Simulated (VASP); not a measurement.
Wanted: the native input for a VASP 6.6.1 run.

```
Task                    : single point
Functional              : PBE
Potentials or basis     : VASP PAW PBE potentials, release 64 (Co, O)
Cutoff                  : 520 eV
k mesh                  : 12 × 12 × 12
Occupations             : gaussian, width 0.05 eV
Spin                    : collinear spin, ferromagnetic start
Starting moments        : [2.6, 0.23] μB
Hubbard terms           : Co d U = 3.32 eV
Dipole correction       : no
k mesh for the DOS      : 18 × 18 × 18
Occupations for the DOS : tetrahedron
Further INCAR settings  : ALGO = Normal; EDIFF = 1e-06
```

CoO:

```xyz
2
Lattice="1.5055 0.8692 2.4399 -1.5055 0.8692 2.4399 0.0000 -1.7384 2.4399" Properties=species:S:1:pos:R:3 pbc="T T T"
Co    0.0000    0.0000    0.0000
O     0.0000    0.0000    3.6599
```

The input as run:

POSCAR

```
CoO
1.0
    1.5054695445      0.8691832468      2.4399269062
   -1.5054695445      0.8691832468      2.4399269062
    0.0000000000     -1.7383664936      2.4399269062
Co O
1 1
Direct
    0.0000000000      0.0000000000      0.0000000000
    0.5000000000      0.5000000000      0.5000000000
```

INCAR.step1

```
PREC = Accurate
ENCUT = 520
EDIFF = 1E-6
ISMEAR = 0
SIGMA = 0.05
LREAL = F
LASPH = T
NELM = 150
ALGO = Normal
ISIF = 2
LWAVE = F
LCHARG = T
ISPIN = 2
MAGMOM = 2.6 0.23
LMAXMIX = 4
LDAU = T
LDAUTYPE = 2
LDAUL = 2 -1
LDAUU = 3.32 0
LDAUJ = 0 0
LDAUPRINT = 1
GGA = PE
NBANDS = 18
```

KPOINTS.step1

```
Automatic mesh
0
Gamma
  12 12 12
```

INCAR.step2

```
PREC = Accurate
ENCUT = 520
EDIFF = 1E-6
ISMEAR = -5
SIGMA = 0.05
LREAL = F
LASPH = T
NELM = 150
ALGO = Normal
ISIF = 2
LWAVE = F
LCHARG = F
ISPIN = 2
MAGMOM = 2.6 0.23
LORBIT = 10
LMAXMIX = 4
LDAU = T
LDAUTYPE = 2
LDAUL = 2 -1
LDAUU = 3.32 0
LDAUJ = 0 0
LDAUPRINT = 1
GGA = PE
NEDOS = 2001
ICHARG = 11
```

KPOINTS.step2

```
Automatic mesh
0
Gamma
  18 18 18
```

Potentials or basis: VASP PAW PBE potentials, release 64 (Co, O).

The run is started by

```bash
$ cat potpaw_PBE.64/Co/POTCAR potpaw_PBE.64/O/POTCAR > POTCAR
$ cp INCAR.step1 INCAR
$ cp KPOINTS.step1 KPOINTS
$ mpirun -np 1 vasp_std > vasp.out
$ cp INCAR.step2 INCAR
$ cp KPOINTS.step2 KPOINTS
$ mpirun -np 1 vasp_std > vasp.out
```

It gave:

```yaml
Net_moment: 3.00 μB per cell
Site_moments: Co +2.73; O +0.25 μB
Valence_electrons_inside_the_program's_atomic_spheres: Co 7.82; O 5.01
```

Caveat: a cell with one magnetic atom can't hold antiferromagnetic order, which such compounds often take.

Run time: 94 s on 1 thread of Intel(R) Xeon(R) 6975P-C (Granite Rapids) (shared host), peak memory 0.33 GiB.
